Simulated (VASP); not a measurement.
# Co (P6_3/mmc) in VASP: notebook

Co is run at these levels: LDA; tasks: single point.

Program: VASP 6.6.1. These are calculated values, not measurements. Logs are shortened: lines on timing, memory, paths and dates and some standing lists are left out, and cuts for length are marked.

## 1. The cell of the first run

It takes space group P6_3/mmc (No. 194, hexagonal). The conventional cell has a = 2.616 Å, b = 2.616 Å, c = 4.220 Å, α = 90.00°, β = 90.00°, γ = 120.00°. Within 3.4 Å of Co (site symmetry -6m2) lie 12 Co at 2.60 to 2.62 Å.

## 2. Single point, LDA, collinear spin, ferromagnetic start

INCAR

```
PREC     = Accurate       # precision mode
ENCUT    = 520            # plane-wave cutoff, eV
EDIFF    = 1E-7           # SCF threshold, eV
ISMEAR   = 0              # smearing method
SIGMA    = 0.15           # smearing width, eV
LREAL    = F              # projectors in reciprocal space
LASPH    = T              # aspherical terms in the spheres
NELM     = 150            # most SCF steps
ALGO     = Fast           # electronic algorithm
ISIF     = 2              # what is computed and relaxed
LWAVE    = F              # write WAVECAR
LCHARG   = F              # write CHGCAR
ISPIN    = 2              # spin polarisation
MAGMOM   = 1.925 1.925    # initial moments
LORBIT   = 11             # projections on sites
NUPDOWN  = 3.85           # fixed moment
LMAXMIX  = 4              # l up to which the mixer works
GGA      = CA             # functional
NBANDS   = 20             # bands
```

KPOINTS

```
regular mesh
0
Gamma
  24 24 12
```

POSCAR

```
Co
1.0
    2.6163140353      0.0000000000      0.0000000000
   -1.3081570176      2.2657944189      0.0000000000
    0.0000000000      0.0000000000      4.2202892192
Co
2
Direct
    0.6666666667      0.3333333333      0.2500000000
    0.3333333333      0.6666666667      0.7500000000
```

Potentials or basis: VASP PAW LDA potentials, release 64 (Co).

Launch:

```console
$ cat potpaw_LDA.64/Co/POTCAR > POTCAR
$ mpirun -np 1 vasp_std > vasp.out
```

OUTCAR:

```text
PREC = Accurate
   ENCUT = 520
   EDIFF = 1E-7
   ISMEAR = 0
   LREAL = F
   LASPH = T
   NELM = 150
   ISIF = 2
   ISPIN = 2
   LORBIT = 11
   NUPDOWN = 3.85
   GGA = CA

 ion  position               nearest neighbor table
   1  0.667  0.333  0.250-   2 2.60   2 2.60   2 2.60   2 2.60   2 2.60   2 2.60
   2  0.333  0.667  0.750-   1 2.60   1 2.60   1 2.60   1 2.60   1 2.60   1 2.60

  LATTYP: Found a hexagonal cell.
 ALAT       =     2.6163140353
 C/A-ratio  =     1.6130667658

  Lattice vectors:

 A1 = (   2.6163140353,   0.0000000000,   0.0000000000)
 A2 = (  -1.3081570176,   2.2657944189,   0.0000000000)
 A3 = (   0.0000000000,   0.0000000000,   4.2202892192)

Analysis of symmetry for initial positions (statically):
=====================================================================
 Subroutine PRICEL returns:
 Original cell was already a primitive cell.

 Routine SETGRP: Setting up the symmetry group for a
 hexagonal supercell.

 Subroutine GETGRP returns: Found 24 space group operations
 (whereof 12 operations were pure point group operations)
 out of a pool of 24 trial point group operations.

The static configuration has the point symmetry D_3d.
 The point group associated with its full space group is D_6h.

Analysis of symmetry for dynamics (positions and initial velocities):
=====================================================================
 Subroutine PRICEL returns:
 Original cell was already a primitive cell.

 Routine SETGRP: Setting up the symmetry group for a
 hexagonal supercell.

 Subroutine GETGRP returns: Found 24 space group operations
 (whereof 12 operations were pure point group operations)
 out of a pool of 24 trial point group operations.

The dynamic configuration has the point symmetry D_3d.
 The point group associated with its full space group is D_6h.

Analysis of structural, dynamic, and magnetic symmetry:
=====================================================================
 Subroutine PRICEL returns:
 Original cell was already a primitive cell.

 Routine SETGRP: Setting up the symmetry group for a
 hexagonal supercell.

 Subroutine GETGRP returns: Found 24 space group operations
 (whereof 12 operations were pure point group operations)
 out of a pool of 24 trial point group operations.

The overall configuration has the point symmetry D_3d.
[... 112 lines left out ...]
   NUPDOWN=       3.8500    fix difference up-down
   EMIN   =  10.00;   EMAX   =-10.00  energy-range for DOS
   EFERMI =   0.00;   METHOD = LEGACY
   ISMEAR =     0;   SIGMA  =   0.15  broadening in eV -4-tet -1-fermi 0-gaus
   EFERMI_NEDOS =   21; number of points for ismear=-14 and -15
   IALGO  =     68    algorithm
   IMIX   =      4    mixing-type and parameters
     AMIX     =   0.40;   BMIX     =  1.00
     AMIX_MAG =   1.60;   BMIX_MAG =  1.00
  volume/ion in A,a.u.               =      12.51        84.41
  Fermi-wavevector in a.u.,A,eV,Ry     =   1.466948  2.772130 29.278884  2.151937
  Thomas-Fermi vector in A             =   2.582625
   LORBIT       =     11    0 simple, 1 ext, 2 COOP (PROOUT), +10 PAW based schemes
   GGA     = CA    functional components
   LHFCALC =     F    Hartree Fock is set to
   AEXX    =    0.0000 exact exchange contribution
   IVDW    =     0    specifies the selected vdW correction
   LEPSILON=     F    determine dielectric tensor
   LRPA    =     F    only Hartree local field effects (RPA)
 spin polarized calculation
 RMM-DIIS sequential band-by-band and
 Gauss-broadening in eV      SIGMA  =   0.15
  energy-cutoff  :      520.00
  volume of cell :       25.02
 maximum number of plane-waves:       699
 NGX is ok and might be reduce to    20
   NGX =  9   NGY =  9   NGZ = 15

 number of electron      17.9999989 magnetization       3.8499997

 Free energy of the ion-electron system (eV)
  ---------------------------------------------------
  ext. energy  EPLUGINS =         0.00000000
  ---------------------------------------------------
  free energy    TOTEN  =       -15.44268400 eV

  energy without entropy =      -15.41540076  energy(sigma->0) =      -15.42904238

 E-fermi :   7.9101     XC(G=0): -12.9294

 val. band max:        8.7260992017   @ k =   0.4583   0.0417   0.2500
 cond. band min:       7.9103724014   @ k =   0.4583   0.0000   0.4167
 fundamental gap:     -0.8157268003
 Fermi energy:         8.7266401003

 spin component 1

 k-point     1 :       0.0000    0.0000    0.0000
  band No.  band energies     occupation
      1      -0.1357      1.00000
      2       3.4585      1.00000
      3       5.5715      1.00000
      4       5.5740      1.00000
      5       5.5740      1.00000
      6       5.8217      1.00000
[... 541 lines left out ...]
     19      28.4995      0.00000
     20      29.8810      0.00000

 [... further k-points ...]

 spin component 2

 k-point     1 :       0.0000    0.0000    0.0000
  band No.  band energies     occupation
      1       0.1318      1.00000
      2       4.5702      1.00000
      3       7.2815      1.00000
      4       7.2962      1.00000
      5       7.2962      1.00000
      6       7.5889      0.99877
[... 541 lines left out ...]
     19      28.7197      0.00000
     20      30.3611      0.00000

 [... further k-points ...]
[... 5 lines left out ...]
  --------------------------------------------------------------------------------------
  -------------------------------------------------------------------------------------
  Total       -5.0442233     -5.0442233     -4.8269163     -0.0000000     -0.0000000      0.0000000
  in kB     -323.0370228   -323.0370228   -309.1204661     -0.0000000     -0.0000000      0.0000000
  external PRESSURE =    -318.3981706 kB  Pullay stress =       0.0000000 kB

 VOLUME and BASIS-vectors are now :
 -----------------------------------------------------------------------------
  energy-cutoff  :      520.00
  volume of cell :       25.02
      direct lattice vectors                 reciprocal lattice vectors
     2.616314035  0.000000000  0.000000000     0.382217114  0.220673154  0.000000000
    -1.308157018  2.265794419  0.000000000     0.000000000  0.441346307  0.000000000
     0.000000000  0.000000000  4.220289219     0.000000000  0.000000000  0.236950585

 POSITION                                       TOTAL-FORCE (eV/Angst)
 -----------------------------------------------------------------------------------
      1.30816      0.75526      1.05507         0.000000     -0.000000      0.000000
     -0.00000      1.51053      3.16522        -0.000000      0.000000      0.000000
 -----------------------------------------------------------------------------------
    total drift:                               -0.000000      0.000000     -0.000000

  FREE ENERGIE OF THE ION-ELECTRON SYSTEM (eV)
  ---------------------------------------------------
  free  energy   TOTEN  =       -15.4426839964 eV

  energy  without entropy=      -15.4154007588  energy(sigma->0) =      -15.42904238

 total charge

# of ion       s       p       d       tot
------------------------------------------
    1        0.446   0.420   7.169   8.036
    2        0.446   0.420   7.169   8.036
--------------------------------------------------
tot          0.893   0.840  14.339  16.071

 magnetization (x)

# of ion       s       p       d       tot
------------------------------------------
    1        0.001  -0.011   1.934   1.923
    2        0.001  -0.011   1.934   1.923
--------------------------------------------------
tot          0.001  -0.023   3.867   3.845
```

Wall time 9.1 min (1 thread of AMD EPYC 7R43 (Zen 3), shared host); peak memory 0.32 GiB.

What came out:

| Quantity | Value |
| --- | --- |
| Free energy | -15.4427 eV |
| Pressure | -31.8 GPa |
| Net moment | 3.85 μB per cell |
| Site moments | Co +1.92 μB |
| Valence electrons inside the program's atomic spheres | Co 8.04 |

Caveat: the total moment is fixed, so each spin has its own Fermi level.

## 3. Single point, LDA, collinear spin, ferromagnetic start

INCAR

```
PREC = Accurate ; ENCUT = 520
EDIFF = 1E-6 ; ISMEAR = 0
SIGMA = 0.15 ; LREAL = False
LASPH = True ; NELM = 150
ALGO = Normal ; ISIF = 2
LWAVE = False ; LCHARG = True
ISPIN = 2 ; MAGMOM = 0.55 0.55
LORBIT = 11 ; NUPDOWN = 1.1
LMAXMIX = 4 ; GGA = CA
LELF = True ; LVHAR = True
NBANDS = 20
```

KPOINTS is that of step 2.

POSCAR is that of step 2.

Potentials or basis: VASP PAW LDA potentials, release 64 (Co).

Launch:

```console
$ cat potpaw_LDA.64/Co/POTCAR > POTCAR
$ mpirun -np 1 vasp_std > vasp.out
```

Run time: 6.4 min. Hardware: 1 thread of Intel Xeon 8259CL, shared host; peak memory 0.37 GiB.

It converged, with:

* Free energy: -15.1520 eV
* Pressure: -42.9 GPa
* Net moment: 1.10 μB per cell
* Site moments: Co +0.56 μB
* Valence electrons inside the program's atomic spheres: Co 8.05

Stress tensor (GPa, compression positive):
```
-42.48   0.00   0.00
  0.00 -42.48   0.00
  0.00   0.00 -43.87
```

Caveat: the total moment is fixed, so each spin has its own Fermi level.

## 4. Single point, LDA, collinear spin, ferromagnetic start

INCAR

```
SYSTEM = Co
ALGO = Fast ; EDIFF = 1E-7
ENCUT = 520 ; GGA = CA
ISIF = 2 ; ISMEAR = 0
ISPIN = 2 ; LASPH = .TRUE.
LCHARG = .TRUE. ; LELF = .TRUE.
LMAXMIX = 4 ; LORBIT = 11
LREAL = .FALSE. ; LVHAR = .TRUE.
LWAVE = .FALSE. ; MAGMOM = 1.1 1.1
NBANDS = 20 ; NELM = 150
NUPDOWN = 2.2 ; PREC = Accurate
SIGMA = 0.15
```

KPOINTS

```
k-points
0
G
  24 24 12
  0 0 0
```

POSCAR is that of step 3.

Launch:

```console
$ cat potpaw_LDA.64/Co/POTCAR > POTCAR
$ mpirun -np 1 vasp_std > vasp.out
```

Wall time 9.7 min (1 thread of Intel Xeon 8259CL, shared host); peak memory 0.37 GiB.

It converged, with:

* Free energy: -15.3503 eV
* Pressure: -40.3 GPa
* Net moment: 2.20 μB per cell
* Site moments: Co +1.13 μB
* Valence electrons inside the program's atomic spheres: Co 8.05

Stress tensor (GPa, compression positive):
```
-39.79   0.00   0.00
  0.00 -39.79   0.00
  0.00   0.00 -41.35
```

Caveat: the total moment is fixed, so each spin has its own Fermi level.

## 5. Single point, LDA, collinear spin, ferromagnetic start

INCAR

```
ALGO = Normal
EDIFF = 1E-7
ENCUT = 520
ISIF = 2
ISMEAR = 0
ISPIN = 2
LASPH = True
LCHARG = True
LELF = True
LMAXMIX = 4
LORBIT = 11
LREAL = False
LVHAR = True
LWAVE = False
MAGMOM = 0.825 0.825
NBANDS = 20
NELM = 150
NUPDOWN = 1.65
PREC = Accurate
SIGMA = 0.15
```

KPOINTS

```
k-points
0
Gamma
  24 24 12
```

POSCAR is that of step 4.

Launch:

```console
$ cat potpaw_LDA.64/Co/POTCAR > POTCAR
$ mpirun -np 1 vasp_std > vasp.out
```

Run time: 3.5 min. Hardware: 1 thread of Intel Xeon 6975P-C, shared host; peak memory 0.37 GiB.

The run converged. Its results:

```yaml
Free_energy: -15.2395 eV
Pressure: -41.8 GPa
Net_moment: 1.65 μB per cell
Site_moments: Co +0.85 μB
Valence_electrons_inside_the_program's_atomic_spheres: Co 8.05
```

Stress tensor (GPa, compression positive):
```
-41.33   0.00   0.00
  0.00 -41.33   0.00
  0.00   0.00 -42.89
```

Caveat: the total moment is fixed, so each spin has its own Fermi level.

## 6. Single point, LDA, collinear spin, ferromagnetic start

This run uses another cell than the first one, of 8.34 Å³/atom, 0.667 times its volume.

INCAR

```
SYSTEM = Co
PREC     = Accurate       ! precision mode
ENCUT    = 520            ! plane-wave cutoff, eV
EDIFF    = 1E-7           ! SCF threshold, eV
ISMEAR   = 0              ! smearing method
SIGMA    = 0.15           ! smearing width, eV
LREAL    = .FALSE.        ! projectors in reciprocal space
LASPH    = .TRUE.         ! aspherical terms in the spheres
NELM     = 150            ! most SCF steps
ALGO     = Normal         ! electronic algorithm
ISIF     = 2              ! what is computed and relaxed
LWAVE    = .FALSE.        ! write WAVECAR
LCHARG   = .FALSE.        ! write CHGCAR
ISPIN    = 2              ! spin polarisation
MAGMOM   = 1.375 1.375    ! initial moments
LORBIT   = 11             ! projections on sites
NUPDOWN  = 2.75           ! fixed moment
LMAXMIX  = 4              ! l up to which the mixer works
NBANDS   = 20             ! bands
```

KPOINTS

```
regular mesh
0
G
  24 24 12
  0 0 0
```

POSCAR

```
Co
1.0
    2.2855303783      0.0000000000      0.0000000000
   -1.1427651891      1.9793273687      0.0000000000
    0.0000000000      0.0000000000      3.6867130953
Co
2
Direct
    0.6666666667      0.3333333333      0.2500000000
    0.3333333333      0.6666666667      0.7500000000
```

Potentials or basis: VASP PAW LDA potentials, release 64 (Co).

Launch:

```console
$ cat potpaw_LDA.64/Co/POTCAR > POTCAR
$ mpirun -np 1 vasp_std > vasp.out
```

OUTCAR:

```text
SYSTEM = Co
   PREC = Accurate
   ENCUT = 520
   EDIFF = 1E-7
   ISMEAR = 0
   LREAL = .FALSE.
   LASPH = .TRUE.
   NELM = 150
   ISIF = 2
   ISPIN = 2
   LORBIT = 11
   NUPDOWN = 2.75

 ion  position               nearest neighbor table
   1  0.667  0.333  0.250-   2 2.27   2 2.27   2 2.27   2 2.27   2 2.27   2 2.27
   2  0.333  0.667  0.750-   1 2.27   1 2.27   1 2.27   1 2.27   1 2.27   1 2.27

  LATTYP: Found a hexagonal cell.
 ALAT       =     2.2855303783
 C/A-ratio  =     1.6130667657

  Lattice vectors:

 A1 = (   2.2855303783,   0.0000000000,   0.0000000000)
 A2 = (  -1.1427651891,   1.9793273687,   0.0000000000)
[... 1322 lines left out ...]

 VOLUME and BASIS-vectors are now :
 -----------------------------------------------------------------------------
  energy-cutoff  :      520.00
  volume of cell :       16.68
      direct lattice vectors                 reciprocal lattice vectors
     2.285530378  0.000000000  0.000000000     0.437535204  0.252611068  0.000000000
    -1.142765189  1.979327369  0.000000000     0.000000000  0.505222135  0.000000000
     0.000000000  0.000000000  3.686713095     0.000000000  0.000000000  0.271244324

 POSITION                                       TOTAL-FORCE (eV/Angst)
 -----------------------------------------------------------------------------------
      1.14277      0.65978      0.92168        -0.000000      0.000000      0.000000
     -0.00000      1.31955      2.76503         0.000000     -0.000000      0.000000
 -----------------------------------------------------------------------------------
    total drift:                                0.000000     -0.000000     -0.000000

  FREE ENERGIE OF THE ION-ELECTRON SYSTEM (eV)
  ---------------------------------------------------
  free  energy   TOTEN  =       -15.6284762227 eV

  energy  without entropy=      -15.6029077376  energy(sigma->0) =      -15.61569198

 total charge

# of ion       s       p       d       tot
------------------------------------------
    1        0.620   0.794   7.524   8.938
    2        0.620   0.794   7.524   8.938
--------------------------------------------------
tot          1.241   1.589  15.047  17.877

 magnetization (x)

# of ion       s       p       d       tot
------------------------------------------
    1       -0.011  -0.032   1.388   1.345
    2       -0.011  -0.032   1.388   1.345
--------------------------------------------------
tot         -0.023  -0.064   2.776   2.690
```

OSZICAR:

```text
N       E                     dE             d eps       ncg     rms          rms(c)
DAV:   1     0.834355624636E+02    0.83436E+02   -0.77606E+03 37364   0.128E+03
DAV:   2    -0.127640704509E+02   -0.96200E+02   -0.86963E+02 34648   0.227E+02
DAV:   3    -0.175966749831E+02   -0.48326E+01   -0.46539E+01 38380   0.597E+01
DAV:   4    -0.176688774640E+02   -0.72202E-01   -0.72146E-01 41472   0.649E+00
DAV:   5    -0.176710537104E+02   -0.21762E-02   -0.21761E-02 40408   0.110E+00    0.223E+01
DAV:   6    -0.158665555712E+02    0.18045E+01   -0.42895E+00 40704   0.472E+01    0.634E+00
DAV:   7    -0.156863835861E+02    0.18017E+00   -0.49002E-01 43588   0.136E+01    0.464E+00
DAV:   8    -0.156355870031E+02    0.50797E-01   -0.13865E-02 57872   0.189E+00    0.210E+00
DAV:   9    -0.156288368932E+02    0.67501E-02   -0.10286E-03 52548   0.365E-01    0.314E-01
DAV:  10    -0.156284698272E+02    0.36707E-03   -0.16041E-04 43344   0.137E-01    0.711E-02
DAV:  11    -0.156284818283E+02   -0.12001E-04   -0.23323E-05 51248   0.488E-02    0.566E-02
DAV:  12    -0.156284768251E+02    0.50031E-05   -0.14996E-06 41552   0.124E-02    0.126E-02
DAV:  13    -0.156284762329E+02    0.59219E-06   -0.10687E-07 34788   0.388E-03    0.505E-03
DAV:  14    -0.156284762227E+02    0.10274E-07   -0.26336E-08 19564   0.174E-03
   1 F= -.15628476E+02 E0= -.15615692E+02  d E =-.255685E-01  mag=     2.7500
```

stdout:

```text
POSCAR found type information on POSCAR Co
 POSCAR found :  1 types and       2 ions
 scaLAPACK will be used
 LDA part: xc-table for (Slater(with rela. corr.)+CA(PZ))
 , standard interpolation
 POSCAR, INCAR and KPOINTS ok, starting setup
 FFT: planning ... GRIDC
 FFT: planning ... GRID_SOFT
 FFT: planning ... GRID
 WAVECAR not read
 entering main loop
```

It took 2.2 min on 1 thread of Intel Xeon 6975P-C (Granite Rapids), shared host; peak memory 0.29 GiB.

What came out:

| Property | Result |
| --- | --- |
| Free energy | -15.6285 eV |
| Pressure | 75.3 GPa |
| Net moment | 2.75 μB per cell |
| Site moments | Co +1.34 μB |
| Valence electrons inside the program's atomic spheres | Co 8.94 |

Caveat: the total moment is fixed, so each spin has its own Fermi level.

## 7. Summary

```csv
fixed moment (μB),cell,pressure (GPa),moment (μB)
3.85,"a = 2.616, b = 2.616, c = 4.220 Å, angles 90.0, 90.0, 120.0°, 2 atoms",-31.8,3.85
1.1,"a = 2.616, b = 2.616, c = 4.220 Å, angles 90.0, 90.0, 120.0°, 2 atoms",-42.9,1.10
2.2,"a = 2.616, b = 2.616, c = 4.220 Å, angles 90.0, 90.0, 120.0°, 2 atoms",-40.3,2.20
1.65,"a = 2.616, b = 2.616, c = 4.220 Å, angles 90.0, 90.0, 120.0°, 2 atoms",-41.8,1.65
2.75,"a = 2.286, b = 2.286, c = 3.687 Å, angles 90.0, 90.0, 120.0°, 2 atoms",75.3,2.75
```

Alike in all rows: task single point; level LDA; potentials or basis VASP PAW LDA potentials, release 64 (Co); spin collinear, ferromagnetic start; k mesh 24 × 24 × 12; cutoff (eV) 520; smearing gaussian 0.15 eV.

Caveats: the total moment is fixed, so each spin has its own Fermi level.

Total energies depend on the potentials used, so only differences within one code and one set of settings carry meaning.
